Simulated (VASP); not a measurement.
# TiB2 (P6/mmm) in VASP: further runs

The runs below take TiB2 through relaxation of shape and atoms at fixed volume, with PBE.

Program: VASP 6.6.1. These are calculated values, not measurements. Logs are shortened: lines on timing, memory, paths and dates and some standing lists are left out, and cuts for length are marked.

## (1) The cell of the first run

Symmetry: P6/mmm, No. 191, hexagonal system. Conventional cell: a = 2.974 Å, b = 2.974 Å, c = 3.150 Å, α = 90.00°, β = 90.00°, γ = 120.00°. Ti (site symmetry 6/mmm) has 12 B at 2.33 Å and 8 Ti at 2.97 to 3.15 Å within 3.2 Å. B (site symmetry -6m2) has 3 B at 1.72 Å and 6 Ti at 2.33 Å within 2.4 Å.

## (2) Relaxation of shape and atoms at fixed volume, PBE (8.04 Å³/atom)

The input, INCAR:

```
  ALGO = Normal
  EDIFF = 1E-6
  EDIFFG = -0.01
  ENCUT = 600
  GGA = PE
  IBRION = 2
  ISIF = 4
  ISMEAR = 0
  LASPH = T
  LCHARG = F
  LREAL = F
  LWAVE = F
  NELM = 60
  NSW = 50
  PREC = Accurate
  SIGMA = 0.1
```

The input, KPOINTS:

```
k-points
0
Gamma
  18 18 14
```

The input, POSCAR:

```
TiB2
1.0
    2.9740236358      0.0000000000      0.0000000000
   -1.4870118179      2.5755800200      0.0000000000
    0.0000000000      0.0000000000      3.1496878671
Ti B
1 2
Direct
    0.0000000000      0.0000000000      0.0000000000
    0.3333333333      0.6666666667      0.5000000000
    0.6666666667      0.3333333333      0.5000000000
```

Potentials or basis: VASP PAW PBE potentials, release 64 (Ti_sv, B).

Launch:

```console
$ cat potpaw_PBE.64/Ti_sv/POTCAR potpaw_PBE.64/B/POTCAR > POTCAR
$ mpirun -np 1 vasp_std > vasp.out
```

OUTCAR:

```text
EDIFF = 1E-6
   EDIFFG = -0.01
   ENCUT = 600
   GGA = PE
   IBRION = 2
   ISIF = 4
   ISMEAR = 0
   LASPH = T
   LREAL = F
   NELM = 60
   NSW = 50
   PREC = Accurate

 ion  position               nearest neighbor table
   1  0.000  0.000  0.000-   2 2.33   3 2.33   2 2.33   3 2.33   2 2.33   2 2.33   3 2.33   3 2.33
                             3 2.33   3 2.33   2 2.33   2 2.33
   2  0.333  0.667  0.500-   3 1.72   3 1.72   3 1.72   1 2.33   1 2.33   1 2.33   1 2.33   1 2.33
                             1 2.33
   3  0.667  0.333  0.500-   2 1.72   2 1.72   2 1.72   1 2.33   1 2.33   1 2.33   1 2.33   1 2.33
                             1 2.33

  LATTYP: Found a hexagonal cell.
 ALAT       =     2.9740236358
 C/A-ratio  =     1.0590661853

  Lattice vectors:

 A1 = (   2.9740236358,   0.0000000000,   0.0000000000)
 A2 = (  -1.4870118179,   2.5755800200,   0.0000000000)
 A3 = (   0.0000000000,   0.0000000000,   3.1496878671)

Analysis of symmetry for initial positions (statically):
=====================================================================
 Subroutine PRICEL returns:
 Original cell was already a primitive cell.

 Routine SETGRP: Setting up the symmetry group for a
 hexagonal supercell.

 Subroutine GETGRP returns: Found 24 space group operations
 (whereof 24 operations were pure point group operations)
 out of a pool of 24 trial point group operations.

The static configuration has the point symmetry D_6h.

Analysis of symmetry for dynamics (positions and initial velocities):
=====================================================================
 Subroutine PRICEL returns:
 Original cell was already a primitive cell.

 Routine SETGRP: Setting up the symmetry group for a
 hexagonal supercell.

 Subroutine GETGRP returns: Found 24 space group operations
 (whereof 24 operations were pure point group operations)
 out of a pool of 24 trial point group operations.

The dynamic configuration has the point symmetry D_6h.

 Subroutine INISYM returns: Found 24 space group operations
 (whereof 24 operations are pure point group operations),
 and found     1 'primitive' translations

----------------------------------------------------------------------------------------

                                     Primitive cell

  volume of cell :      24.1261

  direct lattice vectors                    reciprocal lattice vectors
     2.974023636  0.000000000  0.000000000     0.336244806  0.194131029  0.000000000
    -1.487011818  2.575580020  0.000000000     0.000000000  0.388262058  0.000000000
[... 159 lines left out ...]
 -----------------------------------------------------------------------------------
      0.00000      0.00000      0.00000         0.000000     -0.000000     -0.000000
     -0.00000      1.71705      1.57484        -0.000000      0.000000      0.000000
      1.48701      0.85853      1.57484         0.000000     -0.000000     -0.000000
 -----------------------------------------------------------------------------------
    total drift:                               -0.000000      0.000000     -0.000000

  FREE ENERGIE OF THE ION-ELECTRON SYSTEM (eV)
  ---------------------------------------------------
  free  energy   TOTEN  =       -24.3493261739 eV

  energy  without entropy=      -24.3476810706  energy(sigma->0) =      -24.34850362

--------------------------------------- Ionic step        2  -------------------------------------------

 number of electron      18.0000001 magnetization

 Free energy of the ion-electron system (eV)
  ---------------------------------------------------
  ext. energy  EPLUGINS =         0.00000000
  ---------------------------------------------------
  free energy    TOTEN  =       -24.34965241 eV

  energy without entropy =      -24.34797577  energy(sigma->0) =      -24.34881409

 E-fermi :  10.7321     XC(G=0): -13.0695

 val. band max:       10.7279528810   @ k =   0.0000   0.0000   0.3571
 cond. band min:      10.7392713679   @ k =   0.0556   0.0556   0.3571
 fundamental gap:      0.0113184869
 Fermi energy:        10.7320836055

 k-point     1 :       0.0000    0.0000    0.0000
  band No.  band energies     occupation
      1     -46.1027      2.00000
      2     -22.4628      2.00000
      3     -22.1192      2.00000
      4     -22.1192      2.00000
      5      -3.1448      2.00000
      6       7.8783      2.00000
      7       7.8783      2.00000
      8       8.4471      2.00000
      9       8.4646      2.00000
     10      12.7674      0.00000
     11      12.7674      0.00000
     12      14.7052      0.00000
     13      14.7052      0.00000
[... 354 lines left out ...]
  band No.  band energies     occupation
      1     -46.0341      2.00000
      2     -22.5791      2.00000
      3     -22.3776      2.00000
      4     -22.2648      2.00000
      5       0.5083      2.00000
      6       2.1709      2.00000
      7       6.0483      2.00000
      8       7.5226      2.00000
      9       9.4642      2.00000
     10      11.2499      0.00000
     11      13.1644      0.00000
     12      14.0217      0.00000
     13      15.4376      0.00000

 [... further k-points ...]

------------------------ aborting loop because EDIFF is reached ----------------------------------------

  FORCE on cell =-STRESS in cart. coord.  units (eV):
  Direction    XX          YY          ZZ          XY          YZ          ZX
  --------------------------------------------------------------------------------------
  -------------------------------------------------------------------------------------
  Total        2.6533990      2.6533990      2.6729197      0.0000000      0.0000000      0.0000000
  in kB      176.2082222    176.2082222    177.5045594      0.0000000      0.0000000      0.0000000
  external PRESSURE =     176.6403346 kB  Pullay stress =       0.0000000 kB

 VOLUME and BASIS-vectors are now :
 -----------------------------------------------------------------------------
  energy-cutoff  :      600.00
  volume of cell :       24.13
      direct lattice vectors                 reciprocal lattice vectors
     2.978197706  0.000000000  0.000000000     0.335773545  0.193858946  0.000000000
    -1.489098853  2.579194871 -0.000000000     0.000000000  0.387717893  0.000000000
     0.000000000 -0.000000000  3.140865212     0.000000000  0.000000000  0.318383608

 POSITION                                       TOTAL-FORCE (eV/Angst)
 -----------------------------------------------------------------------------------
     -1.48910      2.57919      3.14087        -0.000000     -0.000000     -0.000000
     -0.00000      1.71946      1.57043        -0.000000      0.000000      0.000000
      1.48910      0.85973      1.57043         0.000000      0.000000     -0.000000
 -----------------------------------------------------------------------------------
    total drift:                               -0.000000      0.000000      0.000000

  FREE ENERGIE OF THE ION-ELECTRON SYSTEM (eV)
  ---------------------------------------------------
  free  energy   TOTEN  =       -24.3496524137 eV

  energy  without entropy=      -24.3479757681  energy(sigma->0) =      -24.34881409

 reached required accuracy - stopping structural energy minimisation
```

It took 80 s on 1 thread of Intel Xeon Platinum 8488C (Sapphire Rapids), shared host; peak memory 0.25 GiB.

Results:

```yaml
Free_energy: -24.3497 eV
Energy_gained_by_relaxing: 0.1 meV/atom
Ionic_steps: 2
Pressure_after_relaxing: 17.7 GPa
Band_gap_on_the_k_mesh: zero (bands 9 and 10 overlap by 0.66 eV)
```

Stress tensor (GPa, compression positive):
```
17.62  0.00  0.00
 0.00 17.62  0.00
 0.00  0.00 17.75
```

Step by step:
```tsv
step	energy change (eV)	largest force (eV/Å)	pressure (GPa)	volume (Å³)
1	0.0000	0.0000	17.83	24.13
2	-0.0003	0.0000	17.66	24.13
```

Final structure:
```
Ti B
1.0
     2.97820    0.00000    0.00000
    -1.48910    2.57919    0.00000
     0.00000    0.00000    3.14087
Ti B
1 2
Direct
  0.00000 0.00000 0.00000
  0.33333 0.66667 0.50000
  0.66667 0.33333 0.50000
```

## (3) Relaxation of shape and atoms at fixed volume, PBE (8.30 Å³/atom)

This run uses another cell than the first one, of 8.30 Å³/atom.

The input, INCAR:

```
PREC = Accurate ; ENCUT = 600
EDIFF = 1E-6 ; ISMEAR = 0
SIGMA = 0.1 ; LREAL = F
LASPH = T ; NELM = 60
ALGO = Normal ; ISIF = 4
LWAVE = F ; LCHARG = F
GGA = PE ; IBRION = 2
NSW = 50 ; EDIFFG = -0.01
```

The input, KPOINTS:

```
Automatic mesh
0
Gamma
  18 18 14
```

The input, POSCAR:

```
TiB2
1.0
    3.0011785326      0.0000000000      0.0000000000
   -1.5005892663      2.5990968505      0.0000000000
    0.0000000000      0.0000000000      3.1916596049
Ti B
1 2
Direct
    0.0000000000      0.0000000000      0.0000000000
    0.3333333333      0.6666666667      0.5000000000
    0.6666666667      0.3333333333      0.5000000000
```

Potentials or basis: VASP PAW PBE potentials, release 64 (Ti_sv, B).

Launch:

```console
$ cat potpaw_PBE.64/Ti_sv/POTCAR potpaw_PBE.64/B/POTCAR > POTCAR
$ mpirun -np 1 vasp_std > vasp.out
```

Run time: 90 s. Hardware: 1 thread of Intel Xeon Platinum 8488C (Sapphire Rapids), shared host; peak memory 0.25 GiB.

Results (log left out):

```yaml
Free_energy: -24.4121 eV
Energy_gained_by_relaxing: 0.1 meV/atom
Ionic_steps: 2
Pressure_after_relaxing: 8.3 GPa
Band_gap_on_the_k_mesh: zero (bands 9 and 10 overlap by 0.63 eV)
```

Stress tensor (GPa, compression positive):
```
8.25 0.00 0.00
0.00 8.25 0.00
0.00 0.00 8.33
```

The path:
| step | energy change (eV) | largest force (eV/Å) | pressure (GPa) | volume (Å³) |
| --- | --- | --- | --- | --- |
| 1 | 0.0000 | 0.0000 | 8.45 | 24.90 |
| 2 | -0.0003 | 0.0000 | 8.27 | 24.90 |

Final structure:
```yaml
crystal:
  lattice:
    - [3.00545, 0.00000, 0.00000]
    - [-1.50272, 2.60280, 0.00000]
    - [0.00000, 0.00000, 3.18259]
  atoms:
    - { symbol: Ti, position: [0.00000, 0.00000, 0.00000] }
    - { symbol: B, position: [0.33333, 0.66667, 0.50000] }
    - { symbol: B, position: [0.66667, 0.33333, 0.50000] }
```

Levels at points of the mesh, in eV from the Fermi level:
```tsv
k point	band 6	band 7	band 8	band 9	band 10	band 11	band 12	band 13
(0.00, 0.00, 0.00)	-2.76	-2.76	-2.31	-2.22	1.94	1.94	3.79	3.79
(0.50, 0.00, 0.00)	-9.35	-3.38	-3.31	-2.39	1.36	2.80	3.30	3.44
(0.00, 0.00, 0.50)	-7.77	-0.63	-0.63	-0.27	-0.27	0.41	0.41	1.74
(0.50, 0.00, 0.50)	-7.65	-4.82	-3.97	-3.21	2.59	2.99	4.67	4.74
```
